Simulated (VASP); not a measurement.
# ZnS (R3m) in VASP: notebook

Runs on ZnS. Level: PBEsol. Tasks: single point.

All numbers are computed with VASP 6.6.1; they aren't measurements. Logs are shortened: lines on timing, memory, paths and dates and some standing lists are left out, and cuts for length are marked.

### Step 1. The cell of the first run

It takes space group R3m (No. 160, trigonal). Conventional cell: a = 3.840 Å, b = 3.840 Å, c = 28.303 Å, α = 90.00°, β = 90.00°, γ = 120.00°. Zn (site symmetry 3m) has 4 S at 2.35 to 2.36 Å within 3.1 Å. Within 3.1 Å of Zn (site symmetry 3m) lie 4 S at 2.35 Å. Within 3.1 Å of Zn (site symmetry 3m) lie 4 S at 2.35 to 2.36 Å. S (site symmetry 3m) has 4 Zn at 2.35 to 2.36 Å within 3.1 Å. S (site symmetry 3m) has 4 Zn at 2.35 to 2.36 Å within 3.1 Å. S (site symmetry 3m) has 4 Zn at 2.35 Å within 3.1 Å.

### Step 2. Single point, PBEsol

File INCAR:

```
ALGO = Normal ; EDIFF = 1E-6
ENCUT = 520 ; GGA = PS
ISIF = 2 ; ISMEAR = -1
LASPH = True ; LCHARG = True
LELF = True ; LREAL = False
LVHAR = True ; LWAVE = False
NBANDS = 36 ; NELM = 60
PREC = Accurate ; SIGMA = 0.2
```

File KPOINTS:

```
k-points
0
Gamma
  6 6 6
```

File POSCAR:

```
ZnS
1.0
    1.9198390094      1.1084200186      9.4343482634
   -1.9198390094      1.1084200186      9.4343482634
    0.0000000000     -2.2168390285      9.4343482634
Zn S
3 3
Direct
    0.9999710000      0.9999710000      0.9999710000
    0.2222690000      0.2222690000      0.2222690000
    0.4446130000      0.4446130000      0.4446130000
    0.0832670000      0.0832670000      0.0832670000
    0.5278420000      0.5278420000      0.5278420000
    0.3053630000      0.3053630000      0.3053630000
```

Potentials or basis: VASP PAW PBE potentials, release 64 (Zn, S).

Run with:

```console
$ cat potpaw_PBE.64/Zn/POTCAR potpaw_PBE.64/S/POTCAR > POTCAR
$ mpirun -np 1 vasp_std > vasp.out
```

OUTCAR:

```text
EDIFF = 1E-6
   ENCUT = 520
   GGA = PS
   ISIF = 2
   ISMEAR = -1
   LASPH = True
   LREAL = False
   NELM = 60
   PREC = Accurate

 ion  position               nearest neighbor table
   1  1.000  1.000  1.000-   6 2.35   6 2.35   6 2.35   4 2.36
   2  0.222  0.222  0.222-   6 2.35   5 2.35   5 2.35   5 2.35
   3  0.445  0.445  0.445-   4 2.35   4 2.35   4 2.35   5 2.36
   4  0.083  0.083  0.083-   3 2.35   3 2.35   3 2.35   1 2.36
   5  0.528  0.528  0.528-   2 2.35   2 2.35   2 2.35   3 2.36
   6  0.305  0.305  0.305-   2 2.35   1 2.35   1 2.35   1 2.35

  LATTYP: Found a trigonal (rhomboedric) cell.
 ALAT       =     9.6913004243
 COS(alpha) =     0.9215133891

  Lattice vectors:

 A1 = (   1.9198390094,   1.1084200186,   9.4343482634)
 A2 = (  -1.9198390094,   1.1084200186,   9.4343482634)
 A3 = (   0.0000000000,  -2.2168390285,   9.4343482634)

Analysis of symmetry for initial positions (statically):
=====================================================================
 Subroutine PRICEL returns:
 Original cell was already a primitive cell.

 Routine SETGRP: Setting up the symmetry group for a
 trigonal (rhombohedral) supercell.

 Subroutine GETGRP returns: Found  6 space group operations
 (whereof  6 operations were pure point group operations)
 out of a pool of 12 trial point group operations.

The static configuration has the point symmetry C_3v.

Analysis of symmetry for dynamics (positions and initial velocities):
=====================================================================
 Subroutine PRICEL returns:
 Original cell was already a primitive cell.

 Routine SETGRP: Setting up the symmetry group for a
 trigonal (rhombohedral) supercell.

 Subroutine GETGRP returns: Found  6 space group operations
 (whereof  6 operations were pure point group operations)
 out of a pool of 12 trial point group operations.

The dynamic configuration has the point symmetry C_3v.

 Subroutine INISYM returns: Found  6 space group operations
 (whereof  6 operations are pure point group operations),
 and found     1 'primitive' translations

----------------------------------------------------------------------------------------

                                     Primitive cell

  volume of cell :     120.4570

  direct lattice vectors                    reciprocal lattice vectors
     1.919839009  1.108420019  9.434348263     0.260438504  0.150364225  0.035331882
    -1.919839009  1.108420019  9.434348263    -0.260438504  0.150364225  0.035331882
     0.000000000 -2.216839028  9.434348263     0.000000000 -0.300728450  0.035331898

  length of vectors
     9.691300424  9.691300424  9.691300348     0.302796890  0.302796890  0.302796869

  position of ions in fractional coordinates (direct lattice)
     0.999971000  0.999971000  0.999971000
     0.222269000  0.222269000  0.222269000
     0.444613000  0.444613000  0.444613000
     0.083267000  0.083267000  0.083267000
     0.527842000  0.527842000  0.527842000
     0.305363000  0.305363000  0.305363000

  ion indices of the primitive-cell ions
   primitive index   ion index
                 1           1
                 2           2
                 3           3
                 4           4
                 5           5
                 6           6

----------------------------------------------------------------------------------------

 KPOINTS: k-points

Automatic generation of k-mesh.
 Grid dimensions read from file:
 generate k-points for:    6    6    6

 Generating k-lattice:

  Cartesian coordinates                     Fractional coordinates (reciprocal lattice)
     0.043406417  0.025060704  0.005888647     0.166666667  0.000000000  0.000000000
    -0.043406417  0.025060704  0.005888647     0.000000000  0.166666667  0.000000000
     0.000000000 -0.050121408  0.005888650    -0.000000000 -0.000000000  0.166666667

  Length of vectors
     0.050466148  0.050466148  0.050466145

  Shift w.r.t. Gamma in fractional coordinates (k-lattice)
     0.000000000  0.000000000  0.000000000

 Subroutine IBZKPT returns following result:
 ===========================================

 Found     32 irreducible k-points:

 Following reciprocal coordinates:
            Coordinates               Weight
  0.000000  0.000000  0.000000      1.000000
  0.166667  0.000000 -0.000000      6.000000
  0.333333  0.000000 -0.000000      6.000000
  0.500000  0.000000  0.000000      3.000000
  0.166667  0.166667 -0.000000      6.000000
  0.333333  0.166667  0.000000     12.000000
[... 16 lines left out ...]
  0.500000  0.500000  0.166667      6.000000
 -0.333333  0.500000  0.166667     12.000000
 [... further k-points ...]
   k-points           NKPTS =     32   k-points in BZ     NKDIM =     32   number of bands    NBANDS=     36
   number of dos      NEDOS =    301   number of ions     NIONS =      6
   total plane-waves  NPLWV = 373248
   dimension x,y,z NGX =    72 NGY =   72 NGZ =   72
   dimension x,y,z NGXF=   144 NGYF=  144 NGZF=  144
   ions per type =               3   3
   NGX,Y,Z   is equivalent  to a cutoff of  12.35, 12.35, 12.35 a.u.
   NGXF,Y,Z  is equivalent  to a cutoff of  24.70, 24.70, 24.70 a.u.
 SYSTEM =  unknown system
   PREC   = accura    normal or accurate (medium, high low for compatibility)
   ISTART =      0    job   : 0-new  1-cont  2-samecut
   ICHARG =      2    charge: 1-file 2-atom 10-const
   ISPIN  =      1    spin polarized calculation?
   LNONCOLLINEAR =      F non collinear calculations
   LSORBIT =      F    spin-orbit coupling
   LASPH  =      T    aspherical Exc in radial PAW
   ENCUT  =  520.0 eV  38.22 Ry    6.18 a.u.  18.02 18.02 18.02*2*pi/ulx,y,z
   NELM   =     60;   NELMIN=  2; NELMDL= -5     # of ELM steps
   EDIFF  = 0.1E-05   stopping-criterion for ELM
   LREAL  =      F    real-space projection
[... 7 lines left out ...]
   TEBEG  =    0.0;   TEEND  =   0.0 temperature during run
   PSTRESS=    0.0 pullay stress
   NELECT =      54.0000    total number of electrons
   NUPDOWN=      -1.0000    fix difference up-down
   EMIN   =  10.00;   EMAX   =-10.00  energy-range for DOS
   EFERMI =   0.00;   METHOD = LEGACY
   ISMEAR =    -1;   SIGMA  =   0.20  broadening in eV -4-tet -1-fermi 0-gaus
   EFERMI_NEDOS =   21; number of points for ismear=-14 and -15
   IALGO  =     38    algorithm
   IMIX   =      4    mixing-type and parameters
     AMIX     =   0.40;   BMIX     =  1.00
     AMIX_MAG =   1.60;   BMIX_MAG =  1.00
  volume/ion in A,a.u.               =      20.08       135.48
  Fermi-wavevector in a.u.,A,eV,Ry     =   1.252935  2.367705 21.359067  1.569847
  Thomas-Fermi vector in A             =   2.386812
   LORBIT       =      0    0 simple, 1 ext, 2 COOP (PROOUT), +10 PAW based schemes
   GGA     = PS    functional components
   LHFCALC =     F    Hartree Fock is set to
   AEXX    =    0.0000 exact exchange contribution
   IVDW    =     0    specifies the selected vdW correction
   LEPSILON=     F    determine dielectric tensor
   LRPA    =     F    only Hartree local field effects (RPA)
 non-spin polarized calculation
  energy-cutoff  :      520.00
  volume of cell :      120.46
 maximum number of plane-waves:      3276
   NGX = 35   NGY = 35   NGZ = 35

 number of electron      53.9999998 magnetization

 Free energy of the ion-electron system (eV)
  ---------------------------------------------------
  ext. energy  EPLUGINS =         0.00000000
  ---------------------------------------------------
  free energy    TOTEN  =       -22.70713207 eV

  energy without entropy =      -22.70573945  energy(sigma->0) =      -22.70643576

 E-fermi :   3.1184     XC(G=0):  -9.7622

 val. band max:        1.8661240904   @ k =   0.0000   0.0000   0.0000
 cond. band min:       3.8115923658   @ k =   0.0000   0.0000   0.0000
 fundamental gap:      1.9454682754
 Fermi energy:         3.1184136750

 k-point     1 :       0.0000    0.0000    0.0000
  band No.  band energies     occupation
      1     -11.1855      2.00000
      2     -10.5361      2.00000
      3     -10.5258      2.00000
      4      -4.4433      2.00000
      5      -4.4340      2.00000
      6      -4.4340      2.00000
[... 28 lines left out ...]
     35       8.7049      0.00000
     36       9.1171      0.00000

 k-point     2 :       0.1667    0.0000   -0.0000
  band No.  band energies     occupation
      1     -11.0041      2.00000
      2     -10.4512      2.00000
      3     -10.3636      2.00000
      4      -4.4458      2.00000
      5      -4.4142      2.00000
      6      -4.4007      2.00000
[... 28 lines left out ...]
     35       8.7412      0.00000
     36       9.4034      0.00000

 k-point     3 :       0.3333    0.0000   -0.0000
  band No.  band energies     occupation
      1     -10.5717      2.00000
      2     -10.2017      2.00000
      3     -10.1062      2.00000
      4      -4.4497      2.00000
      5      -4.4060      2.00000
      6      -4.3524      2.00000
[... 28 lines left out ...]
     35       9.5678      0.00000
     36      10.1080      0.00000
[... 742 lines left out ...]
 k-point    23 :       0.5000    0.5000    0.1667
  band No.  band energies     occupation
      1     -10.4825      2.00000
      2     -10.3909      2.00000
      3     -10.0062      2.00000
      4      -4.4640      2.00000
      5      -4.4034      2.00000
      6      -4.3513      2.00000
[... 28 lines left out ...]
     35       9.6397      0.00000
     36       9.6652      0.00000

 k-point    24 :      -0.3333    0.5000    0.1667
  band No.  band energies     occupation
      1     -10.2113      2.00000
      2     -10.2032      2.00000
      3      -9.9579      2.00000
      4      -4.4039      2.00000
      5      -4.3461      2.00000
      6      -4.3212      2.00000
[... 28 lines left out ...]
     35       9.3159      0.00000
     36      10.4048      0.00000

 [... further k-points ...]

------------------------ aborting loop because EDIFF is reached ----------------------------------------

  FORCE on cell =-STRESS in cart. coord.  units (eV):
  Direction    XX          YY          ZZ          XY          YZ          ZX
  --------------------------------------------------------------------------------------
  -------------------------------------------------------------------------------------
  Total       -2.1933559     -2.1933563     -2.2141007     -0.0000000     -0.0000001      0.0000000
  in kB      -29.1734295    -29.1734355    -29.4493526     -0.0000000     -0.0000010      0.0000000
  external PRESSURE =     -29.2654059 kB  Pullay stress =       0.0000000 kB

 VOLUME and BASIS-vectors are now :
 -----------------------------------------------------------------------------
  energy-cutoff  :      520.00
  volume of cell :      120.46
      direct lattice vectors                 reciprocal lattice vectors
     1.919839009  1.108420019  9.434348263     0.260438504  0.150364225  0.035331882
    -1.919839009  1.108420019  9.434348263    -0.260438504  0.150364225  0.035331882
     0.000000000 -2.216839028  9.434348263     0.000000000 -0.300728450  0.035331898

 POSITION                                       TOTAL-FORCE (eV/Angst)
 -----------------------------------------------------------------------------------
      0.00000      0.00000     28.30222         0.000000     -0.000000     -0.003309
      0.00000      0.00000      6.29089         0.000000     -0.000000     -0.003203
      0.00000      0.00000     12.58390         0.000000     -0.000000     -0.015349
      0.00000      0.00000      2.35671         0.000000      0.000000      0.008398
      0.00000      0.00000     14.93954         0.000000      0.000000      0.002657
      0.00000      0.00000      8.64270         0.000000      0.000000      0.010807
 -----------------------------------------------------------------------------------
    total drift:                                0.000000      0.000002     -0.000293

  FREE ENERGIE OF THE ION-ELECTRON SYSTEM (eV)
  ---------------------------------------------------
  free  energy   TOTEN  =       -22.7071320676 eV

  energy  without entropy=      -22.7057394550  energy(sigma->0) =      -22.70643576
```

Wall time 17 min (1 thread of Intel Xeon 8259CL, shared host); peak memory 0.71 GiB.

What came out:

```yaml
Free_energy: -22.7071 eV
Pressure: -2.9 GPa
Largest_force: 0.015 eV/Å
Band_gap_on_the_k_mesh: 1.95 eV
```

Forces in eV/Å, atoms in the order of the input:
```
Zn   0.000  0.000 -0.003
Zn   0.000  0.000 -0.003
Zn   0.000  0.000 -0.015
S    0.000  0.000  0.008
S    0.000  0.000  0.003
S    0.000  0.000  0.011
```

Levels at points of the mesh, in eV from the valence-band top:
| k point | band 24 | band 25 | band 26 | band 27 | band 28 | band 29 | band 30 | band 31 |
| --- | --- | --- | --- | --- | --- | --- | --- | --- |
| (0.00, 0.00, 0.00) | -0.67 | -0.06 | 0.00 | 0.00 | 1.95 | 3.16 | 3.30 | 6.25 |
| (0.50, 0.00, 0.00) | -1.90 | -1.88 | -1.27 | -0.86 | 3.20 | 3.77 | 3.92 | 4.76 |
| (0.50, 0.50, 0.00) | -1.84 | -1.25 | -1.24 | -1.23 | 3.20 | 3.53 | 4.13 | 4.82 |
| (0.50, 0.50, 0.50) | -0.24 | -0.24 | -0.23 | -0.23 | 3.01 | 3.08 | 3.22 | 6.14 |

Caveat: the PAW data sets were made with another functional, which shifts forces and pressure a little. A k mesh can miss the band edges.

### Step 3. Single point, PBEsol

This run uses another cell than the first one, of 20.60 Å³/atom.

File INCAR:

```
SYSTEM = ZnS
ALGO = Normal
EDIFF = 1E-6
ENCUT = 520
GGA = PS
ISIF = 2
ISMEAR = -1
LASPH = .True.
LCHARG = .False.
LREAL = .False.
LWAVE = .False.
NBANDS = 36
NELM = 60
PREC = Accurate
SIGMA = 0.2
```

File KPOINTS:

```
k-points
0
Gamma
  6 6 6
  0 0 0
```

Edit POSCAR of step 2 so:

```diff
@@ -2,5 +2,5 @@
 1.0
-    1.9198390094      1.1084200186      9.4343482634
-   -1.9198390094      1.1084200186      9.4343482634
-    0.0000000000     -2.2168390285      9.4343482634
+    1.9363191202      1.1179348190      9.5153337547
+   -1.9363191202      1.1179348190      9.5153337547
+    0.0000000000     -2.2358686205      9.5153337547
 Zn S
```

Potentials or basis: VASP PAW PBE potentials, release 64 (Zn, S).

Run with:

```console
$ cat potpaw_PBE.64/Zn/POTCAR potpaw_PBE.64/S/POTCAR > POTCAR
$ mpirun -np 1 vasp_std > vasp.out
```

It took 25 min on 1 thread of Intel Xeon 8259CL, shared host; peak memory 0.91 GiB.

Results (log left out):

```
Free energy            : -22.6348 eV
Pressure               : -4.5 GPa
Largest force          : 0.019 eV/Å
Band gap on the k mesh : 1.83 eV
```

Forces in eV/Å, atoms in the order of the input:
```
Zn   0.000  0.000 -0.005
Zn   0.000  0.000 -0.007
Zn   0.000  0.000 -0.019
S    0.000  0.000  0.012
S    0.000  0.000  0.005
S    0.000  0.000  0.013
```

Levels at points of the mesh, in eV from the valence-band top:
| k point | band 25 | band 26 | band 27 | band 28 | band 29 | band 30 |
| --- | --- | --- | --- | --- | --- | --- |
| (0.00, 0.00, 0.00) | -0.05 | 0.00 | 0.00 | 1.83 | 3.10 | 3.24 |
| (0.50, 0.00, 0.00) | -1.81 | -1.22 | -0.82 | 3.20 | 3.76 | 3.91 |
| (0.50, 0.50, 0.00) | -1.20 | -1.19 | -1.18 | 3.18 | 3.55 | 4.10 |
| (0.50, 0.50, 0.50) | -0.23 | -0.22 | -0.22 | 2.97 | 2.98 | 3.11 |

Caveat: the cell stands under tension; the PAW data sets were made with another functional, which shifts forces and pressure a little. A k mesh can miss the band edges.

[end of part 1 of 2]
